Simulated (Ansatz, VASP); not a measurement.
**Two plane-wave programs on HgPt3**

```xyz
4
Lattice="3.0085 -4.1008 0.0000 3.0085 4.1008 0.0000 0.0000 0.0000 2.9995" Properties=species:S:1:pos:R:3 pbc="T T T"
Hg    0.0000    0.0000    0.0000
Pt    3.0085    0.0000    0.0000
Pt    1.5042    2.0504    1.4997
Pt    1.5042   -2.0504    1.4997
```

Alike in both runs: task single point; functional LDA; k mesh 5 × 5 × 8; no spin polarisation.

```csv
,VASP,Ansatz
version,VASP 6.6.1,Ansatz 0.2.0
potentials or method,"VASP PAW LDA potentials, release 64 (Hg, Pt), cutoff 520 eV","plane waves, PAW"
occupations,"gaussian, width 0.1 eV",gaussian
valence electrons in the cell,42,74
```

|  | VASP | Ansatz | Ansatz less VASP |
| --- | --- | --- | --- |
| pressure (GPa) | -25.6 | -26.4 | -0.84 |
| traceless stress, the component that is largest in VASP (GPa) | -0.41 | -0.43 | -0.017 |

LDA's correlation is that of Perdew and Zunger in VASP and of Perdew and Wang (1992) in Ansatz. VASP's potentials hold 42 valence electrons a cell and Ansatz's 74, so a difference there can come from the potentials and not from the codes. Ansatz's warnings: stress scf threshold loose.

Spin-orbit coupling is off throughout.
